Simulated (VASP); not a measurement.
# Zn (P6_3/mmc) in VASP: a series of runs

Zn is run at these levels: LDA, PBE; tasks: single point.

Everything below comes from runs of VASP 6.6.1. Logs are shortened: lines on timing, memory, paths and dates and some standing lists are left out, and cuts for length are marked.

### 1 The cell of the first run

It takes space group P6_3/mmc (No. 194, hexagonal). The conventional cell has a = 2.670 Å, b = 2.670 Å, c = 4.966 Å, α = 90.00°, β = 90.00°, γ = 120.00°. Zn (site symmetry -6m2) has 12 Zn at 2.67 to 2.92 Å within 3.5 Å.

### 2 Single point, LDA

Input file INCAR:

```
SYSTEM = Zn
ALGO = Normal
EDIFF = 1E-7
ENCUT = 520
GGA = CA
ISIF = 2
ISMEAR = 0
LASPH = .TRUE.
LCHARG = .FALSE.
LREAL = .FALSE.
LWAVE = .FALSE.
NBANDS = 19
NELM = 100
PREC = Accurate
SIGMA = 0.02
```

Input file KPOINTS:

```
k-points
0
G
  11 11 6
  0 0 0
```

Input file POSCAR:

```
Zn
1.0
    2.6700000000      0.0000000000      0.0000000000
   -1.3350000000      2.3122878281      0.0000000000
    0.0000000000      0.0000000000      4.9660000000
Zn
2
Direct
    0.6666666667      0.3333333333      0.7500000000
    0.3333333333      0.6666666667      0.2500000000
```

Potentials or basis: VASP PAW LDA potentials, release 64 (Zn).

Launch:

```console
$ cat potpaw_LDA.64/Zn/POTCAR > POTCAR
$ mpirun -np 1 vasp_std > vasp.out
```

OUTCAR:

```text
SYSTEM = Zn
   EDIFF = 1E-7
   ENCUT = 520
   GGA = CA
   ISIF = 2
   ISMEAR = 0
   LASPH = .TRUE.
   LREAL = .FALSE.
   NELM = 100
   PREC = Accurate

 ion  position               nearest neighbor table
   1  0.667  0.333  0.750-   2 2.92   2 2.92   2 2.92   2 2.92   2 2.92   2 2.92
   2  0.333  0.667  0.250-   1 2.92   1 2.92   1 2.92   1 2.92   1 2.92   1 2.92

  LATTYP: Found a hexagonal cell.
 ALAT       =     2.6700000000
 C/A-ratio  =     1.8599250936

  Lattice vectors:

 A1 = (   2.6700000000,   0.0000000000,   0.0000000000)
 A2 = (  -1.3350000000,   2.3122878281,   0.0000000000)
 A3 = (   0.0000000000,   0.0000000000,   4.9660000000)

Analysis of symmetry for initial positions (statically):
=====================================================================
 Subroutine PRICEL returns:
 Original cell was already a primitive cell.

 Routine SETGRP: Setting up the symmetry group for a
 hexagonal supercell.

 Subroutine GETGRP returns: Found 24 space group operations
 (whereof 12 operations were pure point group operations)
 out of a pool of 24 trial point group operations.

The static configuration has the point symmetry D_3d.
 The point group associated with its full space group is D_6h.

Analysis of symmetry for dynamics (positions and initial velocities):
=====================================================================
 Subroutine PRICEL returns:
 Original cell was already a primitive cell.

 Routine SETGRP: Setting up the symmetry group for a
 hexagonal supercell.

 Subroutine GETGRP returns: Found 24 space group operations
 (whereof 12 operations were pure point group operations)
 out of a pool of 24 trial point group operations.

The dynamic configuration has the point symmetry D_3d.
 The point group associated with its full space group is D_6h.

 Subroutine INISYM returns: Found 24 space group operations
 (whereof 12 operations are pure point group operations),
 and found     1 'primitive' translations

----------------------------------------------------------------------------------------

                                     Primitive cell

  volume of cell :      30.6591

  direct lattice vectors                    reciprocal lattice vectors
     2.670000000  0.000000000  0.000000000     0.374531835  0.216236056  0.000000000
    -1.335000000  2.312287828  0.000000000     0.000000000  0.432472112  0.000000000
     0.000000000  0.000000000  4.966000000     0.000000000  0.000000000  0.201369311

  length of vectors
     2.670000000  2.670000000  4.966000000     0.432472112  0.432472112  0.201369311

  position of ions in fractional coordinates (direct lattice)
     0.666666667  0.333333333  0.750000000
     0.333333333  0.666666667  0.250000000

  ion indices of the primitive-cell ions
   primitive index   ion index
                 1           1
                 2           2

----------------------------------------------------------------------------------------

 KPOINTS: k-points

Automatic generation of k-mesh.
 Grid dimensions read from file:
 generate k-points for:   11   11    6

 Generating k-lattice:

  Cartesian coordinates                     Fractional coordinates (reciprocal lattice)
     0.034048349  0.019657823  0.000000000     0.090909091  0.000000000  0.000000000
     0.000000000  0.039315647  0.000000000     0.000000000  0.090909091  0.000000000
     0.000000000  0.000000000  0.033561552     0.000000000  0.000000000  0.166666667

  Length of vectors
     0.039315647  0.039315647  0.033561552

  Shift w.r.t. Gamma in fractional coordinates (k-lattice)
     0.000000000  0.000000000  0.000000000

 Subroutine IBZKPT returns following result:
 ===========================================

 Found     64 irreducible k-points:

 Following reciprocal coordinates:
            Coordinates               Weight
  0.000000  0.000000  0.000000      1.000000
  0.090909  0.000000  0.000000      6.000000
  0.181818  0.000000  0.000000      6.000000
  0.272727  0.000000  0.000000      6.000000
  0.363636  0.000000  0.000000      6.000000
  0.454545  0.000000  0.000000      6.000000
[... 16 lines left out ...]
  0.090909  0.090909  0.166667     12.000000
  0.181818  0.090909  0.166667     24.000000
 [... further k-points ...]
   k-points           NKPTS =     64   k-points in BZ     NKDIM =     64   number of bands    NBANDS=     19
   number of dos      NEDOS =    301   number of ions     NIONS =      2
   total plane-waves  NPLWV =  16000
   dimension x,y,z NGX =    20 NGY =   20 NGZ =   40
   dimension x,y,z NGXF=    40 NGYF=   40 NGZF=   80
   ions per type =               2
   NGX,Y,Z   is equivalent  to a cutoff of  12.45, 12.45, 13.39 a.u.
   NGXF,Y,Z  is equivalent  to a cutoff of  24.91, 24.91, 26.78 a.u.
 SYSTEM =  Zn
   PREC   = accura    normal or accurate (medium, high low for compatibility)
   ISTART =      0    job   : 0-new  1-cont  2-samecut
   ICHARG =      2    charge: 1-file 2-atom 10-const
   ISPIN  =      1    spin polarized calculation?
   LNONCOLLINEAR =      F non collinear calculations
   LSORBIT =      F    spin-orbit coupling
   LASPH  =      T    aspherical Exc in radial PAW
   ENCUT  =  520.0 eV  38.22 Ry    6.18 a.u.   4.96  4.96  9.23*2*pi/ulx,y,z
   NELM   =    100;   NELMIN=  2; NELMDL= -5     # of ELM steps
   EDIFF  = 0.1E-06   stopping-criterion for ELM
   LREAL  =      F    real-space projection
   EDIFFG = 0.1E-05   stopping-criterion for IOM
   NSW    =      0    number of steps for IOM
   IBRION =     -1    ionic relax: 0-MD 1-quasi-New 2-CG
   NFREE  =      0    steps in history (QN), initial steepest desc. (CG)
   ISIF   =      2    stress and relaxation
   ISYM   =      2    0-nonsym 1-usesym 2-fastsym
   POTIM  = 0.5000    time-step for ionic-motion
   TEBEG  =    0.0;   TEEND  =   0.0 temperature during run
   PSTRESS=    0.0 pullay stress
   NELECT =      24.0000    total number of electrons
   NUPDOWN=      -1.0000    fix difference up-down
   EMIN   =  10.00;   EMAX   =-10.00  energy-range for DOS
   EFERMI =   0.00;   METHOD = LEGACY
   ISMEAR =     0;   SIGMA  =   0.02  broadening in eV -4-tet -1-fermi 0-gaus
   EFERMI_NEDOS =   21; number of points for ismear=-14 and -15
   IALGO  =     38    algorithm
   IMIX   =      4    mixing-type and parameters
     AMIX     =   0.40;   BMIX     =  1.00
     AMIX_MAG =   1.60;   BMIX_MAG =  1.00
  volume/ion in A,a.u.               =      15.33       103.45
  Fermi-wavevector in a.u.,A,eV,Ry     =   1.508778  2.851177 30.972445  2.276410
  Thomas-Fermi vector in A             =   2.619187
   LORBIT       =      0    0 simple, 1 ext, 2 COOP (PROOUT), +10 PAW based schemes
   GGA     = CA    functional components
   LHFCALC =     F    Hartree Fock is set to
   AEXX    =    0.0000 exact exchange contribution
   IVDW    =     0    specifies the selected vdW correction
   LEPSILON=     F    determine dielectric tensor
   LRPA    =     F    only Hartree local field effects (RPA)
 non-spin polarized calculation
 Gauss-broadening in eV      SIGMA  =   0.02
  energy-cutoff  :      520.00
  volume of cell :       30.66
 maximum number of plane-waves:       846
 NGX is ok and might be reduce to    20
   NGX =  9   NGY =  9   NGZ = 19

 number of electron      24.0000011 magnetization

 Free energy of the ion-electron system (eV)
  ---------------------------------------------------
  ext. energy  EPLUGINS =         0.00000000
  ---------------------------------------------------
  free energy    TOTEN  =        -3.63829160 eV

  energy without entropy =       -3.63813821  energy(sigma->0) =       -3.63821490

 E-fermi :   2.6899     XC(G=0): -11.8433

 val. band max:        2.6435955513   @ k =   0.3636   0.2727   0.3333
 cond. band min:       2.6996148444   @ k =   0.3636   0.2727   0.3333
 fundamental gap:      0.0560192931
 Fermi energy:         2.6899438533

 k-point     1 :       0.0000    0.0000    0.0000
  band No.  band energies     occupation
      1      -7.5202      2.00000
      2      -5.8190      2.00000
      3      -5.1465      2.00000
      4      -4.9140      2.00000
      5      -4.9140      2.00000
      6      -4.8655      2.00000
[... 11 lines left out ...]
     18      21.7417      0.00000
     19      21.7417      0.00000

 k-point     2 :       0.0909    0.0000    0.0000
  band No.  band energies     occupation
      1      -7.2770      2.00000
      2      -5.7172      2.00000
      3      -5.1234      2.00000
      4      -4.9354      2.00000
      5      -4.8887      2.00000
      6      -4.8574      2.00000
[... 11 lines left out ...]
     18      20.6858      0.00000
     19      22.3221      0.00000

 k-point     3 :       0.1818    0.0000    0.0000
  band No.  band energies     occupation
      1      -6.5826      2.00000
      2      -5.4994      2.00000
      3      -5.0893      2.00000
      4      -4.9757      2.00000
      5      -4.8562      2.00000
      6      -4.8165      2.00000
[... 11 lines left out ...]
     18      18.9481      0.00000
     19      19.5712      0.00000

 k-point     4 :       0.2727    0.0000    0.0000
  band No.  band energies     occupation
      1      -5.7505      2.00000
      2      -5.4387      2.00000
      3      -5.0857      2.00000
      4      -4.9904      2.00000
      5      -4.8714      2.00000
      6      -4.7442      2.00000
[... 11 lines left out ...]
     18      18.0300      0.00000
     19      19.0803      0.00000

 k-point     5 :       0.3636    0.0000    0.0000
  band No.  band energies     occupation
      1      -5.5760      2.00000
      2      -5.4980      2.00000
      3      -5.2806      2.00000
      4      -4.8557      2.00000
      5      -4.8523      2.00000
      6      -4.7349      2.00000
[... 11 lines left out ...]
     18      17.4311      0.00000
     19      18.7201      0.00000

 k-point     6 :       0.4545    0.0000    0.0000
  band No.  band energies     occupation
      1      -5.6263      2.00000
      2      -5.5381      2.00000
      3      -5.3787      2.00000
      4      -4.9155      2.00000
      5      -4.7713      2.00000
      6      -4.7664      2.00000
[... 11 lines left out ...]
     18      17.1348      0.00000
     19      18.0888      0.00000

 k-point     7 :       0.0909    0.0909    0.0000
  band No.  band energies     occupation
      1      -6.8046      2.00000
      2      -5.5473      2.00000
      3      -5.1039      2.00000
      4      -4.9522      2.00000
      5      -4.9359      2.00000
      6      -4.7404      2.00000
[... 11 lines left out ...]
     18      20.2021      0.00000
     19      21.2977      0.00000

 k-point     8 :       0.1818    0.0909    0.0000
  band No.  band energies     occupation
      1      -5.9712      2.00000
      2      -5.3669      2.00000
      3      -5.0918      2.00000
      4      -4.9924      2.00000
      5      -4.9764      2.00000
      6      -4.8418      2.00000
[... 256 lines left out ...]
 k-point    20 :       0.2727    0.0000    0.1667
  band No.  band energies     occupation
      1      -5.6938      2.00000
      2      -5.4260      2.00000
      3      -5.1074      2.00000
      4      -5.0185      2.00000
      5      -4.8990      2.00000
      6      -4.6646      2.00000
[... 11 lines left out ...]
     18      17.8577      0.00000
     19      18.4093      0.00000

 k-point    21 :       0.3636    0.0000    0.1667
  band No.  band energies     occupation
      1      -5.5765      2.00000
      2      -5.5121      2.00000
      3      -5.2606      2.00000
      4      -5.0177      2.00000
      5      -4.7650      2.00000
      6      -4.7114      2.00000
[... 11 lines left out ...]
     18      17.4234      0.00000
     19      17.9231      0.00000

 k-point    22 :       0.4545    0.0000    0.1667
  band No.  band energies     occupation
      1      -5.6160      2.00000
      2      -5.5819      2.00000
      3      -5.3414      2.00000
      4      -5.0420      2.00000
      5      -4.7402      2.00000
      6      -4.7016      2.00000
[... 11 lines left out ...]
     18      17.2139      0.00000
     19      17.3214      0.00000

 k-point    23 :       0.0909    0.0909    0.1667
  band No.  band energies     occupation
      1      -6.6489      2.00000
      2      -5.5419      2.00000
      3      -5.0979      2.00000
      4      -4.9778      2.00000
      5      -4.9532      2.00000
      6      -4.7483      2.00000
[... 11 lines left out ...]
     18      19.0302      0.00000
     19      21.8543      0.00000

 k-point    24 :       0.1818    0.0909    0.1667
  band No.  band energies     occupation
      1      -5.8588      2.00000
      2      -5.3498      2.00000
      3      -5.0871      2.00000
      4      -5.0360      2.00000
      5      -4.9859      2.00000
      6      -4.8644      2.00000
[... 11 lines left out ...]
     18      17.2690      0.00000
     19      19.4921      0.00000

 [... further k-points ...]
[... 5 lines left out ...]
  --------------------------------------------------------------------------------------
  -------------------------------------------------------------------------------------
  Total       -1.6632290     -1.6632290     -1.6186950     -0.0000000     -0.0000000      0.0000000
  in kB      -86.9166065    -86.9166065    -84.5893580     -0.0000000     -0.0000000      0.0000000
  external PRESSURE =     -86.1408570 kB  Pullay stress =       0.0000000 kB

 VOLUME and BASIS-vectors are now :
 -----------------------------------------------------------------------------
  energy-cutoff  :      520.00
  volume of cell :       30.66
      direct lattice vectors                 reciprocal lattice vectors
     2.670000000  0.000000000  0.000000000     0.374531835  0.216236056  0.000000000
    -1.335000000  2.312287828  0.000000000     0.000000000  0.432472112  0.000000000
     0.000000000  0.000000000  4.966000000     0.000000000  0.000000000  0.201369311

 POSITION                                       TOTAL-FORCE (eV/Angst)
 -----------------------------------------------------------------------------------
      1.33500      0.77076      3.72450         0.000000     -0.000000      0.000000
     -0.00000      1.54153      1.24150        -0.000000      0.000000      0.000000
 -----------------------------------------------------------------------------------
    total drift:                               -0.000000      0.000000      0.000000

  FREE ENERGIE OF THE ION-ELECTRON SYSTEM (eV)
  ---------------------------------------------------
  free  energy   TOTEN  =        -3.6382915978 eV

  energy  without entropy=       -3.6381382108  energy(sigma->0) =       -3.63821490
```

Wall time 14 s (1 thread of Intel Xeon 6975P-C (Granite Rapids), shared host); peak memory 0.14 GiB.

Results:

* Free energy: -3.6383 eV
* Pressure: -8.6 GPa
* Band gap on the k mesh: zero (band 12 reaches 4.53 eV, above the bottom of band 13 at -0.30 eV)

### 3 Single point, PBE

Input file INCAR:

```
SYSTEM = Zn
  ALGO = Normal
  EDIFF = 1E-7
  ENCUT = 520
  GGA = PE
  ISIF = 2
  ISMEAR = 1
  LASPH = .True.
  LCHARG = .False.
  LREAL = .False.
  LWAVE = .False.
  NBANDS = 19
  NELM = 60
  PREC = Accurate
  SIGMA = 0.2
```

Input file KPOINTS:

```
k-points
0
Gamma
  11 11 6
  0 0 0
```

POSCAR is that of step 2.

Potentials or basis: VASP PAW PBE potentials, release 64 (Zn).

Launch:

```console
$ cat potpaw_PBE.64/Zn/POTCAR > POTCAR
$ mpirun -np 1 vasp_std > vasp.out
```

It took 21 s on 1 thread of Intel Xeon 6975P-C (Granite Rapids), shared host; peak memory 0.15 GiB.

The run converged. Its results:

* Free energy: -2.2007 eV
* Pressure: -0.4 GPa
* Band gap on the k mesh: zero (band 12 reaches 4.77 eV, above the bottom of band 13 at -0.01 eV)

Stress tensor (GPa, compression positive):
```
-0.08  0.00  0.00
 0.00 -0.08  0.00
 0.00  0.00 -0.92
```

Levels at points of the mesh, in eV from the Fermi level:
```
           k point  band 10  band 11  band 12  band 13  band 14  band 15
(0.00, 0.00, 0.00)    -6.96    -6.96    -3.47    -2.94    13.62    17.25
(0.00, 0.00, 0.50)    -7.04    -7.04    -7.04     4.66     4.66    18.77
```
